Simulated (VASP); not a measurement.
# SiSn2Ge3 (I4/mmm) in VASP: further runs, part 2 of 2

VASP 6.6.1.

### Step 3. Single point, PBE

This run uses another cell than the first one, of 27.27 Å³/atom.

Input file INCAR:

```
SYSTEM = SiSn2Ge3
PREC     = Accurate       ! precision mode
ENCUT    = 520            ! plane-wave cutoff, eV
EDIFF    = 1E-6           ! SCF threshold, eV
ISMEAR   = 0              ! smearing method
SIGMA    = 0.1            ! smearing width, eV
LREAL    = .False.        ! projectors in reciprocal space
LASPH    = .True.         ! aspherical terms in the spheres
NELM     = 60             ! most SCF steps
ALGO     = Normal         ! electronic algorithm
ISIF     = 2              ! what is computed and relaxed
LWAVE    = .False.        ! write WAVECAR
LCHARG   = .True.         ! write CHGCAR
GGA      = PE             ! functional
LELF     = .True.         ! ELF
LVHAR    = .True.       
NBANDS   = 46             ! bands
```

Input file KPOINTS:

```
Automatic mesh
0
Gamma
  4 4 4
  0 0 0
```

Input file POSCAR:

```
SiSn2Ge3
1.0
   -2.8575680456      2.8575680456      5.0094283508
    2.8575680456     -2.8575680456      5.0094283508
    2.8575680456      2.8575680456     -5.0094283508
Si Sn Ge
1 2 3
Direct
    0.0000000000      0.0000000000      0.0000000000
    0.2500000000      0.7500000000      0.5000000000
    0.7500000000      0.2500000000      0.5000000000
    0.7566141421      0.7566141421      0.0000000000
    0.2433858579      0.2433858579      0.0000000000
    0.5000000000      0.5000000000      0.0000000000
```

Potentials or basis: VASP PAW PBE potentials, release 64 (Si, Sn_d, Ge_d).

Started as:

```console
cat potpaw_PBE.64/Si/POTCAR potpaw_PBE.64/Sn_d/POTCAR potpaw_PBE.64/Ge_d/POTCAR > POTCAR
mpirun -np 1 vasp_std > vasp.out
```

OUTCAR:

```text
SYSTEM = SiSn2Ge3
   PREC = Accurate
   ENCUT = 520
   EDIFF = 1E-6
   ISMEAR = 0
   LREAL = .False.
   LASPH = .True.
   NELM = 60
   ISIF = 2
   GGA = PE

 ion  position               nearest neighbor table
   1  0.000  0.000  0.000-   4 2.44   5 2.44
   2  0.250  0.750  0.500-   4 2.86   5 2.86   4 2.86   5 2.86
   3  0.750  0.250  0.500-   4 2.86   5 2.86   4 2.86   5 2.86
   4  0.757  0.757  0.000-   1 2.44   6 2.57   3 2.86   2 2.86   3 2.86   2 2.86
   5  0.243  0.243  0.000-   1 2.44   6 2.57   3 2.86   2 2.86   2 2.86   3 2.86
   6  0.500  0.500  0.000-   4 2.57   5 2.57

  LATTYP: Found a body centered tetragonal cell.
 ALAT       =     5.7151360912
 C/A-ratio  =     1.7530390426

  Lattice vectors:

 A1 = (  -2.8575680456,   2.8575680456,   5.0094283508)
 A2 = (   2.8575680456,  -2.8575680456,   5.0094283508)
 A3 = (   2.8575680456,   2.8575680456,  -5.0094283508)

Analysis of symmetry for initial positions (statically):
=====================================================================
 Subroutine PRICEL returns:
 Original cell was already a primitive cell.
[... 169 lines left out ...]
 cond. band min:       5.0403135800   @ k =   0.5000   0.5000   0.0000
 fundamental gap:      0.0716009538
 Fermi energy:         4.9789931916

 k-point     1 :       0.0000    0.0000    0.0000
  band No.  band energies     occupation
      1     -19.8592      2.00000
      2     -19.8084      2.00000
      3     -19.8077      2.00000
      4     -19.7872      2.00000
      5     -19.7872      2.00000
      6     -19.6969      2.00000
[... 626 lines left out ...]
     45       9.1048      0.00000
     46       9.1615      0.00000

------------------------ aborting loop because EDIFF is reached ----------------------------------------

  FORCE on cell =-STRESS in cart. coord.  units (eV):
  Direction    XX          YY          ZZ          XY          YZ          ZX
  --------------------------------------------------------------------------------------
  -------------------------------------------------------------------------------------
  Total       -0.2202517     -0.2202517     -0.1042356      0.0000000      0.0000000      0.0000000
  in kB       -2.1566944     -2.1566944     -1.0206696      0.0000000      0.0000000      0.0000000
  external PRESSURE =      -1.7780195 kB  Pullay stress =       0.0000000 kB

 VOLUME and BASIS-vectors are now :
 -----------------------------------------------------------------------------
  energy-cutoff  :      520.00
  volume of cell :      163.62
      direct lattice vectors                 reciprocal lattice vectors
    -2.857568046  2.857568046  5.009428351     0.000000000  0.174973961  0.099811788
     2.857568046 -2.857568046  5.009428351     0.174973961  0.000000000  0.099811788
     2.857568046  2.857568046 -5.009428351     0.174973961  0.174973961  0.000000000

 POSITION                                       TOTAL-FORCE (eV/Angst)
 -----------------------------------------------------------------------------------
      0.00000      0.00000      0.00000        -0.000000     -0.000000     -0.000000
      2.85757      0.00000      2.50471        -0.000000     -0.000000      0.000000
      0.00000      2.85757      2.50471        -0.000000     -0.000000     -0.000000
      0.00000      0.00000      7.58041        -0.000000     -0.000000      0.044668
      0.00000      0.00000      2.43845         0.000000      0.000000     -0.044668
      0.00000      0.00000      5.00943        -0.000000     -0.000000      0.000000
 -----------------------------------------------------------------------------------
    total drift:                                0.000000     -0.000000      0.000000

  FREE ENERGIE OF THE ION-ELECTRON SYSTEM (eV)
  ---------------------------------------------------
  free  energy   TOTEN  =       -22.9461128494 eV

  energy  without entropy=      -22.9246771218  energy(sigma->0) =      -22.93539499
```

OSZICAR:

```text
N       E                     dE             d eps       ncg     rms          rms(c)
DAV:   1     0.790815338758E+03    0.79082E+03   -0.36014E+04  1414   0.337E+03
DAV:   2     0.143095310758E+03   -0.64772E+03   -0.63064E+03  1196   0.918E+02
DAV:   3    -0.108151361605E+02   -0.15391E+03   -0.15073E+03  1294   0.250E+02
DAV:   4    -0.229985026222E+02   -0.12183E+02   -0.12065E+02  1362   0.811E+01
DAV:   5    -0.233405962436E+02   -0.34209E+00   -0.34183E+00  1396   0.146E+01    0.411E+00
DAV:   6    -0.230013392358E+02    0.33926E+00   -0.56781E-01  1560   0.640E+00    0.220E+00
DAV:   7    -0.229473962347E+02    0.53943E-01   -0.31272E-01  1396   0.301E+00    0.655E-01
DAV:   8    -0.229460488805E+02    0.13474E-02   -0.35867E-02  1364   0.222E+00    0.312E-01
DAV:   9    -0.229460239368E+02    0.24944E-04   -0.56248E-03  1596   0.763E-01    0.781E-02
DAV:  10    -0.229460760302E+02   -0.52093E-04   -0.14884E-03  1538   0.647E-01    0.437E-02
DAV:  11    -0.229461073393E+02   -0.31309E-04   -0.26571E-04  1490   0.144E-01    0.116E-02
DAV:  12    -0.229461124630E+02   -0.51236E-05   -0.52710E-05  1364   0.594E-02    0.646E-03
DAV:  13    -0.229461128494E+02   -0.38641E-06   -0.78851E-06  1026   0.531E-02
   1 F= -.22946113E+02 E0= -.22935395E+02  d E =-.214357E-01
```

Run time: 3.1 min. Hardware: 1 thread of AMD EPYC 7R13, shared host; peak memory 0.36 GiB.

Results:

```
Free energy            : -22.9461 eV
Pressure               : -0.2 GPa
Largest force          : 0.045 eV/Å
Band gap on the k mesh : zero (bands 37 and 38 overlap by 1.91 eV)
```

Forces on the atoms (eV/Å):
```
Si   0.000  0.000  0.000
Sn   0.000  0.000  0.000
Sn   0.000  0.000  0.000
Ge   0.000  0.000  0.045
Ge   0.000  0.000 -0.045
Ge   0.000  0.000  0.000
```

Levels at points of the mesh, in eV from the Fermi level:
```tsv
k point	band 34	band 35	band 36	band 37	band 38	band 39	band 40	band 41
(0.00, 0.00, 0.00)	-3.05	-2.10	-2.10	-1.23	-1.23	-0.16	2.33	2.83
(0.50, 0.00, 0.00)	-1.26	-0.95	-0.94	-0.67	0.38	0.49	0.49	0.52
(0.50, 0.50, 0.00)	-0.47	-0.34	0.06	0.69	1.33	1.52	1.53	1.62
(0.50, 0.50, 0.50)	-3.12	-1.58	-1.58	0.49	0.74	0.74	1.15	1.15
```

Caveat: spin-orbit coupling is left out, which moves the levels of the heavy elements.

### Step 4. Relaxation of cell and atoms, PBE

Input file INCAR:

```
PREC     = Accurate       # precision mode
ENCUT    = 600            # plane-wave cutoff, eV
EDIFF    = 1E-6           # SCF threshold, eV
ISMEAR   = 0              # smearing method
SIGMA    = 0.1            # smearing width, eV
LREAL    = False          # projectors in reciprocal space
LASPH    = True           # aspherical terms in the spheres
NELM     = 80             # most SCF steps
ALGO     = Normal         # electronic algorithm
ISIF     = 3              # what is computed and relaxed
LWAVE    = False          # write WAVECAR
LCHARG   = False          # write CHGCAR
GGA      = PE             # functional
IBRION   = 2              # ionic algorithm
NSW      = 90             # ionic steps
EDIFFG   = -0.04          # ionic threshold
```

Input file KPOINTS:

```
Automatic mesh
0
Gamma
  4 4 4
```

Input file POSCAR:

```
SiSn2Ge3
1.0
   -2.8156116200      2.8156116200      4.2227181900
    2.8156116200     -2.8156116200      4.2227181900
    2.8156116200      2.8156116200     -4.2227181900
Si Sn Ge
1 2 3
Direct
    0.0000000000      0.0000000000      0.0000000000
    0.2500000000      0.7500000000      0.5000000000
    0.7500000000      0.2500000000      0.5000000000
    0.7954310400      0.7954310400      0.0000000000
    0.2045689600      0.2045689600      0.0000000000
    0.5000000000      0.5000000000      0.0000000000
```

Started as:

```console
cat potpaw_PBE.64/Si/POTCAR potpaw_PBE.64/Sn_d/POTCAR potpaw_PBE.64/Ge_d/POTCAR > POTCAR
mpirun -np 1 vasp_std > vasp.out
```

It took 48 min on 1 thread of AMD EPYC 7R13, shared host; peak memory 0.39 GiB.

The run converged. Its results:

```
Free energy                           : -22.9408 eV
Relaxed volume                        : 26.81 Å³/atom
Relaxed cell                          : a = 6.430 Å, b = 6.430 Å, c = 6.430 Å, α = 127.86°, β = 127.86°, γ = 76.85°
Space group after relaxing (to 0.1 Å) : I4/mmm (No. 139)
Energy gained by relaxing             : 1393.5 meV/atom
Ionic steps                           : 16
Pressure after relaxing               : 0.1 GPa
Largest force after relaxing          : 0.006 eV/Å
Band gap on the k mesh                : zero (bands 37 and 38 overlap by 1.99 eV)
```

Forces on the atoms (eV/Å):
```
Si   0.000  0.000  0.000
Sn   0.000  0.000  0.000
Sn   0.000  0.000  0.000
Ge   0.000  0.000 -0.006
Ge   0.000  0.000  0.006
Ge   0.000  0.000  0.000
```

The path:
```
step  energy change (eV)  largest force (eV/Å)  pressure (GPa)  volume (Å³)
   1              0.0000               19.3951           34.07       133.91
   2             -5.5534                0.1946           -6.22       231.68
   3             -5.9380                0.2133           -5.64       223.15
   4             -6.2032                0.2793           -5.33       216.63
   5             -7.7597                1.1626           -2.28       174.21
   6             -8.0796                1.1252            3.77       153.79
   7             -8.0853                1.3316            0.59       162.12
   8             -8.1135                1.3306            1.48       159.46
   9             -8.1159                1.3271            1.64       158.94
  10             -8.2542                0.6991           -0.67       164.65
  11             -8.2592                0.6126           -1.06       165.92
  12             -8.3142                0.4587           -0.47       163.28
  13             -8.3509                0.1889            0.50       159.47
  14             -8.3513                0.1501            0.57       158.98
  15             -8.3605                0.0257            0.15       160.49
  16             -8.3609                0.0060            0.06       160.87
```

Final structure:
```
CELL_PARAMETERS angstrom
-2.82566 2.82566 5.03719
2.82566 -2.82566 5.03719
2.82566 2.82566 -5.03719
ATOMIC_POSITIONS crystal
Si 0.00000 0.00000 0.00000
Sn 0.25000 0.75000 0.50000
Sn 0.75000 0.25000 0.50000
Ge 0.75811 0.75811 0.00000
Ge 0.24189 0.24189 0.00000
Ge 0.50000 0.50000 0.00000
```

Levels at points of the mesh, in eV from the Fermi level:
| k point | band 34 | band 35 | band 36 | band 37 | band 38 | band 39 | band 40 | band 41 |
| --- | --- | --- | --- | --- | --- | --- | --- | --- |
| (0.00, 0.00, 0.00) | -2.97 | -2.17 | -2.17 | -1.30 | -1.30 | -0.18 | 2.34 | 2.79 |
| (0.50, 0.00, 0.00) | -1.43 | -1.03 | -1.01 | -0.76 | 0.38 | 0.41 | 0.41 | 0.53 |
| (0.50, 0.50, 0.00) | -0.58 | -0.31 | -0.09 | 0.69 | 1.33 | 1.54 | 1.59 | 1.66 |
| (0.50, 0.50, 0.50) | -3.05 | -1.67 | -1.67 | 0.47 | 0.59 | 0.59 | 1.17 | 1.17 |

Caveat: the volume moved by over 15 % at a fixed basis, so the end points are rough; spin-orbit coupling is left out, which moves the levels of the heavy elements.

### Step 5. Overview

| task | cell | cutoff (eV) | gap on the mesh (eV) | pressure (GPa) | largest force (eV/Å) |
| --- | --- | --- | --- | --- | --- |
| single point | a = 5.804 Å, angles 122.0, 122.0, 86.6°, 6 atoms, atomic positions A | 520 | none | 34.0 | 19.40 |
| single point | a = 6.436 Å, angles 127.3, 127.3, 77.8°, 6 atoms, atomic positions B | 520 | none | -0.2 | 0.04 |
| relaxation of cell and atoms | relaxed from a = 5.804 Å, angles 122.0, 122.0, 86.6°, 6 atoms, atomic positions A | 600 | none | 0.1 | 0.01 |

Alike in all rows: level PBE; potentials or basis VASP PAW PBE potentials, release 64 (Si, Sn_d, Ge_d); no spin polarisation; k mesh 4 × 4 × 4; smearing gaussian 0.1 eV.

Caveats: spin-orbit coupling is left out, which moves the levels of the heavy elements; the stress differs along the axes, from 5 to 92 GPa (at least some runs); forces of over 1 eV/Å act on the atoms, so gaps and moduli don't describe the material at rest (at least some runs); the volume moved by over 15 % at a fixed basis, so the end points are rough (at least some runs).

Absolute energies hang on the potentials; compare differences alone.

The gap in the log of VASP goes by the Fermi energy; the results here count the filled bands.